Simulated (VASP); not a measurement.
# Al2Cu (I4/mcm) in VASP: single point with PBEsol

Aim: the single point of Al2Cu with PBEsol.

All numbers are computed with VASP 6.6.1; they aren't measurements. Logs are shortened: lines on timing, memory, paths and dates and some standing lists are left out, and cuts for length are marked.

## 1. The cell of the first run

The structure is tetragonal, space group I4/mcm (No. 140). The conventional cell has a = 5.992 Å, b = 5.992 Å, c = 4.829 Å, α = 90.00°, β = 90.00°, γ = 90.00°. Al (site symmetry m2m) has 4 Cu at 2.56 Å and 11 Al at 2.70 to 3.19 Å within 3.4 Å. Within 3.2 Å of Cu (site symmetry 422) lie 2 Cu at 2.41 Å and 8 Al at 2.56 Å.

## 2. Single point, PBEsol

INCAR

```
SYSTEM = Al2Cu
PREC     = Accurate       ! precision mode
ENCUT    = 520            ! plane-wave cutoff, eV
EDIFF    = 1E-6           ! SCF threshold, eV
ISMEAR   = 0              ! smearing method
SIGMA    = 0.1            ! smearing width, eV
LREAL    = .FALSE.        ! projectors in reciprocal space
LASPH    = .TRUE.         ! aspherical terms in the spheres
NELM     = 80             ! most SCF steps
ALGO     = Fast           ! electronic algorithm
ISIF     = 2              ! what is computed and relaxed
LWAVE    = .FALSE.        ! write WAVECAR
LCHARG   = .FALSE.        ! write CHGCAR
GGA      = PS             ! functional
NBANDS   = 26             ! bands
```

KPOINTS

```
regular mesh
0
G
  14 14 14
  0 0 0
```

POSCAR

```
Al2Cu
1.0
   -2.9961666526      2.9961666526      2.4142997894
    2.9961666526     -2.9961666526      2.4142997894
    2.9961666526      2.9961666526     -2.4142997894
Al Cu
4 2
Direct
    0.3406588574      0.1593411426      0.5000000000
    0.1593411426      0.6593411426      0.8186822852
    0.8406588574      0.3406588574      0.1813177148
    0.6593411426      0.8406588574      0.5000000000
    0.7500000000      0.7500000000      0.0000000000
    0.2500000000      0.2500000000      0.0000000000
```

Potentials or basis: VASP PAW PBE potentials, release 64 (Al, Cu).

Launch:

```console
> cat potpaw_PBE.64/Al/POTCAR potpaw_PBE.64/Cu/POTCAR > POTCAR
> mpirun -np 1 vasp_std > vasp.out
```

OUTCAR:

```text
SYSTEM = Al2Cu
   PREC = Accurate
   ENCUT = 520
   EDIFF = 1E-6
   ISMEAR = 0
   LREAL = .FALSE.
   LASPH = .TRUE.
   NELM = 80
   ISIF = 2
   GGA = PS

 ion  position               nearest neighbor table
   1  0.341  0.159  0.500-   5 2.56   6 2.56   6 2.56   5 2.56   4 2.70   4 2.86   4 2.86   3 3.08
                             2 3.08   2 3.08   3 3.08   3 3.19   2 3.19   3 3.19   2 3.19
   2  0.159  0.659  0.819-   5 2.56   6 2.56   5 2.56   6 2.56   3 2.70   3 2.86   3 2.86   4 3.08
                             1 3.08   1 3.08   4 3.08   1 3.19   4 3.19   1 3.19   4 3.19
   3  0.841  0.341  0.181-   5 2.56   6 2.56   5 2.56   6 2.56   2 2.70   2 2.86   2 2.86   4 3.08
                             1 3.08   1 3.08   4 3.08   1 3.19   4 3.19   1 3.19   4 3.19
   4  0.659  0.841  0.500-   6 2.56   5 2.56   5 2.56   6 2.56   1 2.70   1 2.86   1 2.86   3 3.08
                             2 3.08   2 3.08   3 3.08   3 3.19   2 3.19   2 3.19   3 3.19
   5  0.750  0.750  0.000-   6 2.41   6 2.41   2 2.56   3 2.56   4 2.56   1 2.56   4 2.56   1 2.56
                             2 2.56   3 2.56
   6  0.250  0.250  0.000-   5 2.41   5 2.41   1 2.56   2 2.56   3 2.56   3 2.56   1 2.56   2 2.56
                             4 2.56   4 2.56

  LATTYP: Found a body centered tetragonal cell.
 ALAT       =     5.9923333052
 C/A-ratio  =     0.8057962288

  Lattice vectors:

 A1 = (  -2.9961666526,   2.9961666526,   2.4142997894)
 A2 = (   2.9961666526,  -2.9961666526,   2.4142997894)
 A3 = (   2.9961666526,   2.9961666526,  -2.4142997894)

Analysis of symmetry for initial positions (statically):
=====================================================================
 Subroutine PRICEL returns:
 Original cell was already a primitive cell.

 Routine SETGRP: Setting up the symmetry group for a
 body centered tetragonal supercell.

 Subroutine GETGRP returns: Found 16 space group operations
 (whereof  8 operations were pure point group operations)
 out of a pool of 16 trial point group operations.

The static configuration has the point symmetry C_4h.
 The point group associated with its full space group is D_4h.

Analysis of symmetry for dynamics (positions and initial velocities):
=====================================================================
 Subroutine PRICEL returns:
 Original cell was already a primitive cell.

 Routine SETGRP: Setting up the symmetry group for a
 body centered tetragonal supercell.

 Subroutine GETGRP returns: Found 16 space group operations
 (whereof  8 operations were pure point group operations)
 out of a pool of 16 trial point group operations.

The dynamic configuration has the point symmetry C_4h.
[... 114 lines left out ...]
   ISIF   =      2    stress and relaxation
   ISYM   =      2    0-nonsym 1-usesym 2-fastsym
   POTIM  = 0.5000    time-step for ionic-motion
   TEBEG  =    0.0;   TEEND  =   0.0 temperature during run
   PSTRESS=    0.0 pullay stress
   NELECT =      34.0000    total number of electrons
   NUPDOWN=      -1.0000    fix difference up-down
   EMIN   =  10.00;   EMAX   =-10.00  energy-range for DOS
   EFERMI =   0.00;   METHOD = LEGACY
   ISMEAR =     0;   SIGMA  =   0.10  broadening in eV -4-tet -1-fermi 0-gaus
   EFERMI_NEDOS =   21; number of points for ismear=-14 and -15
   IALGO  =     68    algorithm
   IMIX   =      4    mixing-type and parameters
     AMIX     =   0.40;   BMIX     =  1.00
     AMIX_MAG =   1.60;   BMIX_MAG =  1.00
  volume/ion in A,a.u.               =      14.45        97.51
  Fermi-wavevector in a.u.,A,eV,Ry     =   1.198322  2.264500 19.537625  1.435975
  Thomas-Fermi vector in A             =   2.334214
   LORBIT       =      0    0 simple, 1 ext, 2 COOP (PROOUT), +10 PAW based schemes
   GGA     = PS    functional components
   LHFCALC =     F    Hartree Fock is set to
   AEXX    =    0.0000 exact exchange contribution
   IVDW    =     0    specifies the selected vdW correction
   LEPSILON=     F    determine dielectric tensor
   LRPA    =     F    only Hartree local field effects (RPA)
 non-spin polarized calculation
 RMM-DIIS sequential band-by-band and
 Gauss-broadening in eV      SIGMA  =   0.10
  energy-cutoff  :      520.00
  volume of cell :       86.69
 maximum number of plane-waves:      2365
   NGX = 19   NGY = 19   NGZ = 19

 number of electron      34.0000009 magnetization

 Free energy of the ion-electron system (eV)
  ---------------------------------------------------
  ext. energy  EPLUGINS =         0.00000000
  ---------------------------------------------------
  free energy    TOTEN  =       -26.01134562 eV

  energy without entropy =      -26.00073336  energy(sigma->0) =      -26.00603949

 E-fermi :   8.2277     XC(G=0): -11.0788

 val. band max:        8.2214237953   @ k =   0.2857   0.2143   0.1429
 cond. band min:       8.2303596225   @ k =  -0.2143   0.4286   0.1429
 fundamental gap:      0.0089358272
 Fermi energy:         8.2276759169

 k-point     1 :       0.0000    0.0000    0.0000
  band No.  band energies     occupation
      1      -2.7404      2.00000
      2       2.7628      2.00000
      3       2.9574      2.00000
      4       2.9574      2.00000
      5       2.9769      2.00000
      6       3.9027      2.00000
[... 685 lines left out ...]
     25      14.5897      0.00000
     26      15.5477      0.00000

 [... further k-points ...]

------------------------ aborting loop because EDIFF is reached ----------------------------------------

  FORCE on cell =-STRESS in cart. coord.  units (eV):
  Direction    XX          YY          ZZ          XY          YZ          ZX
  --------------------------------------------------------------------------------------
  -------------------------------------------------------------------------------------
  Total        0.0447699      0.0447699     -0.1129282      0.0000000     -0.0000000      0.0000000
  in kB        0.8273970      0.8273970     -2.0870350      0.0000000     -0.0000000      0.0000000
  external PRESSURE =      -0.1440803 kB  Pullay stress =       0.0000000 kB

 VOLUME and BASIS-vectors are now :
 -----------------------------------------------------------------------------
  energy-cutoff  :      520.00
  volume of cell :       86.69
      direct lattice vectors                 reciprocal lattice vectors
    -2.996166653  2.996166653  2.414299789     0.000000000  0.166879903  0.207099384
     2.996166653 -2.996166653  2.414299789     0.166879903  0.000000000  0.207099384
     2.996166653  2.996166653 -2.414299789     0.166879903  0.166879903  0.000000000

 POSITION                                       TOTAL-FORCE (eV/Angst)
 -----------------------------------------------------------------------------------
      0.95483      2.04134      0.00000        -0.007636      0.007636      0.000000
      3.95099      0.95483      0.00000        -0.007636     -0.007636      0.000000
     -0.95483      2.04134      2.41430         0.007636      0.007636      0.000000
      2.04134      0.95483      2.41430         0.007636     -0.007636     -0.000000
      0.00000      0.00000      3.62145        -0.000000      0.000000      0.000000
      0.00000      0.00000      1.20715        -0.000000      0.000000      0.000000
 -----------------------------------------------------------------------------------
    total drift:                                0.000000     -0.000000      0.000000

  FREE ENERGIE OF THE ION-ELECTRON SYSTEM (eV)
  ---------------------------------------------------
  free  energy   TOTEN  =       -26.0113456151 eV

  energy  without entropy=      -26.0007333570  energy(sigma->0) =      -26.00603949
```

OSZICAR:

```text
N       E                     dE             d eps       ncg     rms          rms(c)
DAV:   1     0.184864709046E+03    0.18486E+03   -0.13669E+04 12688   0.147E+03
DAV:   2    -0.188546674775E+02   -0.20372E+03   -0.19122E+03 12720   0.289E+02
DAV:   3    -0.309795765643E+02   -0.12125E+02   -0.11360E+02 16354   0.903E+01
DAV:   4    -0.313370023999E+02   -0.35743E+00   -0.35560E+00 19174   0.136E+01
DAV:   5    -0.313419516667E+02   -0.49493E-02   -0.49484E-02 18722   0.161E+00    0.228E+01
RMM:   6    -0.373127379837E+02   -0.59708E+01   -0.11470E+02 15540   0.142E+02    0.199E+01
RMM:   7    -0.263795065644E+02    0.10933E+02   -0.35103E+01 13512   0.822E+01    0.345E+00
RMM:   8    -0.260899515364E+02    0.28956E+00   -0.21392E+00 13905   0.203E+01    0.130E+00
RMM:   9    -0.260188205668E+02    0.71131E-01   -0.49854E-01 14308   0.296E+00    0.613E-01
RMM:  10    -0.260165291388E+02    0.22914E-02   -0.68172E-02 15659   0.306E+00    0.419E-01
RMM:  11    -0.260110580709E+02    0.54711E-02   -0.10962E-02 16237   0.931E-01    0.103E-01
RMM:  12    -0.260114116519E+02   -0.35358E-03   -0.32768E-03 18445   0.359E-01    0.757E-02
RMM:  13    -0.260113614237E+02    0.50228E-04   -0.76341E-04 16160   0.257E-01    0.236E-02
RMM:  14    -0.260113442426E+02    0.17181E-04   -0.25175E-04 15979   0.197E-01    0.303E-02
RMM:  15    -0.260113462947E+02   -0.20521E-05   -0.93601E-05 18634   0.645E-02    0.217E-02
RMM:  16    -0.260113456151E+02    0.67960E-06   -0.97294E-06 15135   0.252E-02
   1 F= -.26011346E+02 E0= -.26006039E+02  d E =-.106123E-01
```

stdout:

```text
POSCAR found type information on POSCAR AlCu
 POSCAR found :  2 types and       6 ions
 scaLAPACK will be used
 -----------------------------------------------------------------------------
|                                                                             |
|                                                                             |
|     You enforced a specific xc type in the INCAR file but a different       |
|     I HOPE YOU KNOW WHAT YOU ARE DOING!                                     |
|                                                                             |
 -----------------------------------------------------------------------------

 LDA part: xc-table for (Slater+PW92), standard interpolation
 POSCAR, INCAR and KPOINTS ok, starting setup
 FFT: planning ... GRIDC
 FFT: planning ... GRID_SOFT
 FFT: planning ... GRID
 WAVECAR not read
 entering main loop
```

Wall time 8.7 min (1 thread of Oxide Virtual Turin-like, shared host); peak memory 0.51 GiB.

Results:

```yaml
Free_energy: -26.0113 eV
Pressure: 0.0 GPa
Largest_force: 0.011 eV/Å
Band_gap_on_the_k_mesh: zero (bands 17 and 18 overlap by 4.22 eV)
```

Forces on the atoms (eV/Å):
```
Al  -0.008  0.008  0.000
Al  -0.008 -0.008  0.000
Al   0.008  0.008  0.000
Al   0.008 -0.008  0.000
Cu   0.000  0.000  0.000
Cu   0.000  0.000  0.000
```

Caveat: the PAW data sets were made with another functional, which shifts forces and pressure a little.
